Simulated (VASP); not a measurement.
# SrO (F-43m) in VASP: notebook

The runs below take SrO through single point, with PBE.

All numbers are computed with VASP 6.6.1; they aren't measurements. Logs are shortened: lines on timing, memory, paths and dates and some standing lists are left out, and cuts for length are marked.

## Step 1: The cell of the first run

The structure is cubic, space group F-43m (No. 216). The conventional cell has a = 5.668 Å, b = 5.668 Å, c = 5.668 Å, α = 90.00°, β = 90.00°, γ = 90.00°. Within 3.2 Å of Sr (site symmetry -43m) lie 4 O at 2.45 Å. Within 3.2 Å of O (site symmetry -43m) lie 4 Sr at 2.45 Å.

## Step 2: Single point, PBE (volume changed by +3%)

The input, INCAR:

```
ALGO = Normal ; EDIFF = 1E-7
ENCUT = 520 ; GGA = PE
ISIF = 2 ; ISMEAR = 0
LASPH = True ; LCHARG = False
LREAL = False ; LWAVE = False
NBANDS = 15 ; NELM = 100
PREC = Accurate ; SIGMA = 0.01
```

The input, KPOINTS:

```
k-points
0
Gamma
  6 6 6
```

The input, POSCAR:

```
SrO
1.0
    0.0000000000      2.8341865776      2.8341865776
    2.8341865776      0.0000000000      2.8341865776
    2.8341865776      2.8341865776      0.0000000000
Sr O
1 1
Direct
    0.0000000000      0.0000000000      0.0000000000
    0.2500000000      0.2500000000      0.2500000000
```

Potentials or basis: VASP PAW PBE potentials, release 64 (Sr_sv, O).

Started as:

```bash
$ cat potpaw_PBE.64/Sr_sv/POTCAR potpaw_PBE.64/O/POTCAR > POTCAR
$ mpirun -np 1 vasp_std > vasp.out
```

OUTCAR:

```text
EDIFF = 1E-7
   ENCUT = 520
   GGA = PE
   ISIF = 2
   ISMEAR = 0
   LASPH = True
   LREAL = False
   NELM = 100
   PREC = Accurate

 ion  position               nearest neighbor table
   1  0.000  0.000  0.000-   2 2.45   2 2.45   2 2.45   2 2.45
   2  0.250  0.250  0.250-   1 2.45   1 2.45   1 2.45   1 2.45

  LATTYP: Found a face centered cubic cell.
 ALAT       =     5.6683731552

  Lattice vectors:

 A1 = (   0.0000000000,   2.8341865776,   2.8341865776)
 A2 = (   2.8341865776,   0.0000000000,   2.8341865776)
 A3 = (   2.8341865776,   2.8341865776,   0.0000000000)

Analysis of symmetry for initial positions (statically):
=====================================================================
 Subroutine PRICEL returns:
 Original cell was already a primitive cell.

 Routine SETGRP: Setting up the symmetry group for a
 face centered cubic supercell.

 Subroutine GETGRP returns: Found 24 space group operations
 (whereof 24 operations were pure point group operations)
 out of a pool of 48 trial point group operations.

The static configuration has the point symmetry T_d .

Analysis of symmetry for dynamics (positions and initial velocities):
=====================================================================
 Subroutine PRICEL returns:
 Original cell was already a primitive cell.

 Routine SETGRP: Setting up the symmetry group for a
 face centered cubic supercell.

 Subroutine GETGRP returns: Found 24 space group operations
 (whereof 24 operations were pure point group operations)
 out of a pool of 48 trial point group operations.

The dynamic configuration has the point symmetry T_d .

 Subroutine INISYM returns: Found 24 space group operations
 (whereof 24 operations are pure point group operations),
 and found     1 'primitive' translations

----------------------------------------------------------------------------------------

                                     Primitive cell

  volume of cell :      45.5319

  direct lattice vectors                    reciprocal lattice vectors
     0.000000000  2.834186578  2.834186578    -0.176417461  0.176417461  0.176417461
     2.834186578  0.000000000  2.834186578     0.176417461 -0.176417461  0.176417461
     2.834186578  2.834186578  0.000000000     0.176417461  0.176417461 -0.176417461

  length of vectors
     4.008145096  4.008145096  4.008145096     0.305564006  0.305564006  0.305564006

  position of ions in fractional coordinates (direct lattice)
     0.000000000  0.000000000  0.000000000
     0.250000000  0.250000000  0.250000000

  ion indices of the primitive-cell ions
   primitive index   ion index
                 1           1
                 2           2

----------------------------------------------------------------------------------------

 KPOINTS: k-points

Automatic generation of k-mesh.
 Grid dimensions read from file:
 generate k-points for:    6    6    6

 Generating k-lattice:

  Cartesian coordinates                     Fractional coordinates (reciprocal lattice)
    -0.029402910  0.029402910  0.029402910     0.166666667  0.000000000  0.000000000
     0.029402910 -0.029402910  0.029402910     0.000000000  0.166666667  0.000000000
     0.029402910  0.029402910 -0.029402910     0.000000000  0.000000000  0.166666667

  Length of vectors
     0.050927334  0.050927334  0.050927334

  Shift w.r.t. Gamma in fractional coordinates (k-lattice)
     0.000000000  0.000000000  0.000000000

 Subroutine IBZKPT returns following result:
 ===========================================

 Found     16 irreducible k-points:

 Following reciprocal coordinates:
            Coordinates               Weight
  0.000000  0.000000  0.000000      1.000000
  0.166667  0.000000  0.000000      8.000000
  0.333333  0.000000  0.000000      8.000000
  0.500000  0.000000  0.000000      4.000000
  0.166667  0.166667  0.000000      6.000000
  0.333333  0.166667  0.000000     24.000000
[... 8 lines left out ...]
 -0.333333  0.333333  0.166667     24.000000
 -0.333333  0.500000  0.166667     12.000000
   k-points           NKPTS =     16   k-points in BZ     NKDIM =     16   number of bands    NBANDS=     15
   number of dos      NEDOS =    301   number of ions     NIONS =      2
   total plane-waves  NPLWV =  27000
   dimension x,y,z NGX =    30 NGY =   30 NGZ =   30
   dimension x,y,z NGXF=    60 NGYF=   60 NGZF=   60
   ions per type =               1   1
   NGX,Y,Z   is equivalent  to a cutoff of  12.44, 12.44, 12.44 a.u.
   NGXF,Y,Z  is equivalent  to a cutoff of  24.89, 24.89, 24.89 a.u.
 SYSTEM =  unknown system
   PREC   = accura    normal or accurate (medium, high low for compatibility)
   ISTART =      0    job   : 0-new  1-cont  2-samecut
   ICHARG =      2    charge: 1-file 2-atom 10-const
   ISPIN  =      1    spin polarized calculation?
   LNONCOLLINEAR =      F non collinear calculations
   LSORBIT =      F    spin-orbit coupling
   LASPH  =      T    aspherical Exc in radial PAW
   ENCUT  =  520.0 eV  38.22 Ry    6.18 a.u.   7.45  7.45  7.45*2*pi/ulx,y,z
   NELM   =    100;   NELMIN=  2; NELMDL= -5     # of ELM steps
   EDIFF  = 0.1E-06   stopping-criterion for ELM
   LREAL  =      F    real-space projection
   EDIFFG = 0.1E-05   stopping-criterion for IOM
   NSW    =      0    number of steps for IOM
   IBRION =     -1    ionic relax: 0-MD 1-quasi-New 2-CG
   NFREE  =      0    steps in history (QN), initial steepest desc. (CG)
   ISIF   =      2    stress and relaxation
   ISYM   =      2    0-nonsym 1-usesym 2-fastsym
   POTIM  = 0.5000    time-step for ionic-motion
   TEBEG  =    0.0;   TEEND  =   0.0 temperature during run
   PSTRESS=    0.0 pullay stress
   NELECT =      16.0000    total number of electrons
   NUPDOWN=      -1.0000    fix difference up-down
   EMIN   =  10.00;   EMAX   =-10.00  energy-range for DOS
   EFERMI =   0.00;   METHOD = LEGACY
   ISMEAR =     0;   SIGMA  =   0.01  broadening in eV -4-tet -1-fermi 0-gaus
   EFERMI_NEDOS =   21; number of points for ismear=-14 and -15
   IALGO  =     38    algorithm
   IMIX   =      4    mixing-type and parameters
     AMIX     =   0.40;   BMIX     =  1.00
     AMIX_MAG =   1.60;   BMIX_MAG =  1.00
  volume/ion in A,a.u.               =      22.77       153.63
  Fermi-wavevector in a.u.,A,eV,Ry     =   1.155251  2.183108 18.158405  1.334605
  Thomas-Fermi vector in A             =   2.291881
   LORBIT       =      0    0 simple, 1 ext, 2 COOP (PROOUT), +10 PAW based schemes
   GGA     = PE    functional components
   LHFCALC =     F    Hartree Fock is set to
   AEXX    =    0.0000 exact exchange contribution
   IVDW    =     0    specifies the selected vdW correction
   LEPSILON=     F    determine dielectric tensor
   LRPA    =     F    only Hartree local field effects (RPA)
 non-spin polarized calculation
 Gauss-broadening in eV      SIGMA  =   0.01
  energy-cutoff  :      520.00
  volume of cell :       45.53
 maximum number of plane-waves:      1243
 NGX is ok and might be reduce to    30
   NGX = 15   NGY = 15   NGZ = 15

 number of electron      16.0000007 magnetization

 Free energy of the ion-electron system (eV)
  ---------------------------------------------------
  ext. energy  EPLUGINS =         0.00000000
  ---------------------------------------------------
  free energy    TOTEN  =       -11.76264083 eV

  energy without entropy =      -11.76264083  energy(sigma->0) =      -11.76264083

 E-fermi :   0.1822     XC(G=0):  -8.4400

 val. band max:        0.1117270738   @ k =  -0.3333   0.5000   0.1667
 cond. band min:       2.5219412182   @ k =   0.0000   0.0000   0.0000
 fundamental gap:      2.4102141444
 Fermi energy:         0.1821625297

 k-point     1 :       0.0000    0.0000    0.0000
  band No.  band energies     occupation
      1     -32.2603      2.00000
      2     -14.5957      2.00000
      3     -14.1622      2.00000
      4     -14.1622      2.00000
      5     -14.1622      2.00000
      6      -0.6429      2.00000
      7      -0.6429      2.00000
      8      -0.6429      2.00000
      9       2.5219      0.00000
     10       7.9855      0.00000
     11       7.9855      0.00000
     12       9.2315      0.00000
     13       9.2315      0.00000
     14       9.2315      0.00000
     15      14.8374      0.00000

 k-point     2 :       0.1667    0.0000    0.0000
  band No.  band energies     occupation
      1     -32.2482      2.00000
      2     -15.1379      2.00000
      3     -14.1808      2.00000
      4     -14.1808      2.00000
      5     -13.6674      2.00000
      6      -0.7925      2.00000
      7      -0.5627      2.00000
      8      -0.5627      2.00000
      9       3.3455      0.00000
     10       7.5695      0.00000
     11       7.5695      0.00000
     12       8.7002      0.00000
     13       9.7217      0.00000
     14       9.7217      0.00000
     15      12.8636      0.00000

 k-point     3 :       0.3333    0.0000    0.0000
  band No.  band energies     occupation
      1     -32.2239      2.00000
      2     -15.6698      2.00000
      3     -14.2177      2.00000
      4     -14.2177      2.00000
      5     -13.2439      2.00000
      6      -0.7457      2.00000
      7      -0.4193      2.00000
      8      -0.4193      2.00000
      9       4.6976      0.00000
     10       7.4104      0.00000
     11       7.4104      0.00000
     12       7.7274      0.00000
     13       9.9098      0.00000
     14       9.9098      0.00000
     15      11.5717      0.00000
[... 199 lines left out ...]
 k-point    15 :      -0.3333    0.3333    0.1667
  band No.  band energies     occupation
      1     -32.1996      2.00000
      2     -15.9460      2.00000
      3     -14.4590      2.00000
      4     -14.3124      2.00000
      5     -12.8058      2.00000
      6      -0.5308      2.00000
      7      -0.5044      2.00000
      8      -0.0110      2.00000
      9       4.7611      0.00000
     10       5.9542      0.00000
     11       7.9976      0.00000
     12       9.4374      0.00000
     13       9.8724      0.00000
     14      10.9304      0.00000
     15      12.2370      0.00000

 k-point    16 :      -0.3333    0.5000    0.1667
  band No.  band energies     occupation
      1     -32.1956      2.00000
      2     -15.9941      2.00000
      3     -14.4394      2.00000
      4     -14.3583      2.00000
      5     -12.7587      2.00000
      6      -0.8654      2.00000
      7      -0.2027      2.00000
      8       0.1117      2.00000
      9       4.6026      0.00000
     10       5.7182      0.00000
     11       8.6123      0.00000
     12       9.4626      0.00000
     13      10.5183      0.00000
     14      11.4580      0.00000
     15      12.0521      0.00000

------------------------ aborting loop because EDIFF is reached ----------------------------------------

  FORCE on cell =-STRESS in cart. coord.  units (eV):
  Direction    XX          YY          ZZ          XY          YZ          ZX
  --------------------------------------------------------------------------------------
  -------------------------------------------------------------------------------------
  Total       -0.3664180     -0.3664180     -0.3664180      0.0000000      0.0000000      0.0000000
  in kB      -12.8935363    -12.8935363    -12.8935363      0.0000000      0.0000000      0.0000000
  external PRESSURE =     -12.8935363 kB  Pullay stress =       0.0000000 kB

 VOLUME and BASIS-vectors are now :
 -----------------------------------------------------------------------------
  energy-cutoff  :      520.00
  volume of cell :       45.53
      direct lattice vectors                 reciprocal lattice vectors
     0.000000000  2.834186578  2.834186578    -0.176417461  0.176417461  0.176417461
     2.834186578  0.000000000  2.834186578     0.176417461 -0.176417461  0.176417461
     2.834186578  2.834186578  0.000000000     0.176417461  0.176417461 -0.176417461

 POSITION                                       TOTAL-FORCE (eV/Angst)
 -----------------------------------------------------------------------------------
      0.00000      0.00000      0.00000         0.000000      0.000000      0.000000
      1.41709      1.41709      1.41709        -0.000000     -0.000000     -0.000000
 -----------------------------------------------------------------------------------
    total drift:                               -0.000000     -0.000000      0.000000

  FREE ENERGIE OF THE ION-ELECTRON SYSTEM (eV)
  ---------------------------------------------------
  free  energy   TOTEN  =       -11.7626408336 eV

  energy  without entropy=      -11.7626408336  energy(sigma->0) =      -11.76264083
```

Wall time 8.3 s (1 thread of AMD EPYC 9R14 (Zen 4), shared host); peak memory 0.14 GiB.

Results:

```
Free energy            : -11.7626 eV
Pressure               : -1.3 GPa
Band gap on the k mesh : 2.41 eV, indirect (least direct gap 3.16 eV)
```

Levels at points of the mesh, in eV from the valence-band top:
```tsv
k point	band 6	band 7	band 8	band 9	band 10	band 11
(0.00, 0.00, 0.00)	-0.75	-0.75	-0.75	2.41	7.87	7.87
(0.50, 0.00, 0.00)	-0.71	-0.47	-0.47	5.16	6.93	7.44
(0.50, 0.50, 0.00)	-1.32	-0.01	-0.01	4.48	5.64	9.37
```

 A k mesh can miss the band edges.

## Step 3: Single point, PBE (volume changed by +6%)

The input, INCAR:

```
SYSTEM = SrO
PREC     = Accurate       ! precision mode
ENCUT    = 520            ! plane-wave cutoff, eV
EDIFF    = 1E-6           ! SCF threshold, eV
ISMEAR   = 0              ! smearing method
SIGMA    = 0.01           ! smearing width, eV
LREAL    = .False.        ! projectors in reciprocal space
LASPH    = .True.         ! aspherical terms in the spheres
NELM     = 100            ! most SCF steps
ALGO     = Normal         ! electronic algorithm
ISIF     = 2              ! what is computed and relaxed
LWAVE    = .False.        ! write WAVECAR
LCHARG   = .False.        ! write CHGCAR
GGA      = PE             ! functional
NBANDS   = 15             ! bands
```

The input, KPOINTS:

```
regular mesh
0
Gamma
  6 6 6
  0 0 0
```

The input, POSCAR:

```
SrO
1.0
    0.0000000000      2.8614400435      2.8614400435
    2.8614400435      0.0000000000      2.8614400435
    2.8614400435      2.8614400435      0.0000000000
Sr O
1 1
Direct
    0.0000000000      0.0000000000      0.0000000000
    0.2500000000      0.2500000000      0.2500000000
```

Potentials or basis: VASP PAW PBE potentials, release 64 (Sr_sv, O).

Started as:

```bash
$ cat potpaw_PBE.64/Sr_sv/POTCAR potpaw_PBE.64/O/POTCAR > POTCAR
$ mpirun -np 1 vasp_std > vasp.out
```

Run time: 7.9 s. Hardware: 1 thread of AMD EPYC 9R14 (Zen 4), shared host; peak memory 0.14 GiB.

Results (log left out):

| Property | Result |
| --- | --- |
| Free energy | -11.7463 eV |
| Pressure | -2.8 GPa |
| Band gap on the k mesh | 2.34 eV, indirect (least direct gap 3.04 eV) |

Levels at points of the mesh, in eV from the valence-band top:
```tsv
k point	band 4	band 5	band 6	band 7	band 8	band 9	band 10	band 11	band 12	band 13
(0.00, 0.00, 0.00)	-14.39	-14.39	-0.70	-0.70	-0.70	2.34	7.76	7.76	8.95	8.95
(0.50, 0.00, 0.00)	-14.45	-13.31	-0.70	-0.43	-0.43	5.08	6.80	7.33	7.33	9.44
(0.50, 0.50, 0.00)	-14.56	-13.05	-1.26	-0.01	-0.01	4.43	5.57	9.20	9.49	9.49
```

 A k mesh can miss the band edges.
